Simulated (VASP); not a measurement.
Write the native input for VASP 6.6.1 that does the following.

| Item | Value |
| --- | --- |
| Task | relaxation of cell and atoms |
| Functional | PBEsol |
| Potentials or basis | VASP PAW PBE potentials, release 64 (Mo_sv, N) |
| Cutoff | 600 eV |
| k mesh | 6 × 6 × 10 |
| Occupations | fermi-dirac, width 0.05 eV |
| Spin | no spin polarisation |
| Dipole correction | no |
| Further INCAR settings | ALGO = Normal; EDIFF = 1e-06; IBRION = 2; EDIFFG = -0.01; NSW = 60; ISIF = 3 |

The structure of MoN2 lies in POSCAR:

```
MoN2
1.0
    4.3480530000      0.0000000000      0.0000000000
    0.0000000000      4.3480530000      0.0000000000
    0.0000000000      0.0000000000      2.7674600000
Mo N
2 4
Direct
    0.0000000000      0.0000000000      0.0000000000
    0.5000000000      0.5000000000      0.0000000000
    0.6116470000      0.8883530000      0.5000000000
    0.3883530000      0.1116470000      0.5000000000
    0.1116470000      0.6116470000      0.5000000000
    0.8883530000      0.3883530000      0.5000000000
```

These files were run (other wordings do the same):

INCAR

```
ALGO = Normal ; EDIFF = 1E-6
EDIFFG = -0.01 ; ENCUT = 600
GGA = PS ; IBRION = 2
ISIF = 3 ; ISMEAR = -1
LASPH = T ; LCHARG = F
LREAL = F ; LWAVE = F
NELM = 80 ; NSW = 60
PREC = Accurate ; SIGMA = 0.05
```

KPOINTS

```
k-points
0
Gamma
  6 6 10
```

Potentials or basis: VASP PAW PBE potentials, release 64 (Mo_sv, N).

The run is started by

```console
$ cat potpaw_PBE.64/Mo_sv/POTCAR potpaw_PBE.64/N/POTCAR > POTCAR
$ mpirun -np 1 vasp_std > vasp.out
```

It gave:

```
Relaxed volume                        : 8.36 Å³/atom
Relaxed cell                          : a = 4.291 Å, b = 4.291 Å, c = 2.725 Å, α = 90.00°, β = 90.00°, γ = 90.00°
Space group after relaxing (to 0.1 Å) : P4/mbm (No. 127)
Energy gained by relaxing             : 16.7 meV/atom
Ionic steps                           : 7
Pressure after relaxing               : -0.1 GPa
Band gap on the k mesh                : zero (bands 24 and 25 overlap by 2.16 eV)
```

Caveat: the PAW data sets were made with another functional, which shifts forces and pressure a little.

Wall time 2.2 min on 1 thread of Intel(R) Xeon(R) 6975P-C (Granite Rapids) (shared host), peak memory 0.25 GiB.
